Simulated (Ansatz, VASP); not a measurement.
One calculation of Al3GaN4, two programs

The input POSCAR:

```
Al3GaN4
1.0
    4.4014385300      0.0000000000      0.0000000000
    0.0000000000      4.4014385300      0.0000000000
    0.0000000000      0.0000000000      4.4014385300
Al Ga N
3 1 4
Direct
    0.5103266969      0.5103266969      0.0108204030
    0.5000000000      0.0000000000      0.5000000000
    0.0000000000      0.5000000000      0.5000000000
    0.0000000000      0.0000000000      0.0000000000
    0.7441634300      0.7441634300      0.2558365700
    0.7441634300      0.2558365700      0.7441634300
    0.2558365700      0.7441634300      0.7441634300
    0.2558365700      0.2558365700      0.2558365700
```

Contents of INCAR.step1:

```
PREC     = Accurate       # precision mode
ENCUT    = 520            # plane-wave cutoff, eV
ISMEAR   = 0              # smearing method
SIGMA    = 0.05           # smearing width, eV
LREAL    = F              # projectors in reciprocal space
LASPH    = T              # aspherical terms in the spheres
NELM     = 100            # most SCF steps
NBANDS   = 31             # bands
GGA      = PE             # functional
ALGO     = Normal         # electronic algorithm
EDIFF    = 1E-4           # SCF threshold, eV
LWAVE    = T              # write WAVECAR
LCHARG   = F              # write CHGCAR
```

INCAR.step2

```
PREC     = Accurate       # precision mode
ENCUT    = 520            # plane-wave cutoff, eV
EDIFF    = 1E-6           # SCF threshold, eV
ISMEAR   = 0              # smearing method
SIGMA    = 0.05           # smearing width, eV
LREAL    = F              # projectors in reciprocal space
LASPH    = T              # aspherical terms in the spheres
NELM     = 100            # most SCF steps
ALGO     = Normal         # electronic algorithm
ISIF     = 2              # what is computed and relaxed
LWAVE    = F              # write WAVECAR
LCHARG   = T              # write CHGCAR
METAGGA  = R2SCAN         # meta-GGA
LMIXTAU  = T            
LELF     = T              # ELF
LVHAR    = T            
NBANDS   = 31             # bands
ISTART   = 1
```

KPOINTS

```
Automatic mesh
0
Gamma
  6 6 6
```

Input for Ansatz:

```yaml
crystal:
  lattice:
    - [4.40143853, 0.0, 0.0]
    - [0.0, 4.40143853, 0.0]
    - [0.0, 0.0, 4.40143853]
  atoms:
    - { symbol: Al, position: [0.5103266969, 0.5103266969, 0.010820403] }
    - { symbol: Al, position: [0.5, 0.0, 0.5] }
    - { symbol: Al, position: [0.0, 0.5, 0.5] }
    - { symbol: Ga, position: [0.0, 0.0, 0.0] }
    - { symbol: "N", position: [0.74416343, 0.74416343, 0.25583657] }
    - { symbol: "N", position: [0.74416343, 0.25583657, 0.74416343] }
    - { symbol: "N", position: [0.25583657, 0.74416343, 0.74416343] }
    - { symbol: "N", position: [0.25583657, 0.25583657, 0.25583657] }
basis:
  ecutwfc: 500
kpoints:
  mp_grid: { grid: [6, 6, 6] }
hamiltonian:
  xc: r2scan
scf:
  occupations: { method: gaussian, width: 0.05 }
output:
  forces: true
  stress: true
  eigenvalues: true
```

Alike in both runs: task single point; functional r2SCAN; k mesh 6 × 6 × 6; occupations gaussian, width 0.05 eV; no spin polarisation.

|  | VASP | Ansatz |
| --- | --- | --- |
| version | VASP 6.6.1 | Ansatz 0.2.0 |
| potentials or method | VASP PAW PBE potentials, release 64 (Al, Ga_d, N), cutoff 520 eV | scalar-relativistic, plane waves, PAW |
| valence electrons in the cell | 42 | 42 |

```tsv
	VASP	Ansatz	Ansatz less VASP
gap on the k mesh at the Fermi level (eV)	3.85	3.85	+0.006
least direct gap on the mesh (eV)	3.85	3.85	+0.006
pressure (GPa)	0.2	0.2	0.00
traceless stress, the component that is largest in VASP (GPa)	1.02	1.00	-0.021
rms of the force components (eV/Å)	0.467	0.464	-0.0031
```

VASP's potentials were made for PBE, not for r2SCAN. Atom by atom the forces differ by 0.031 eV/Å (rms over components).
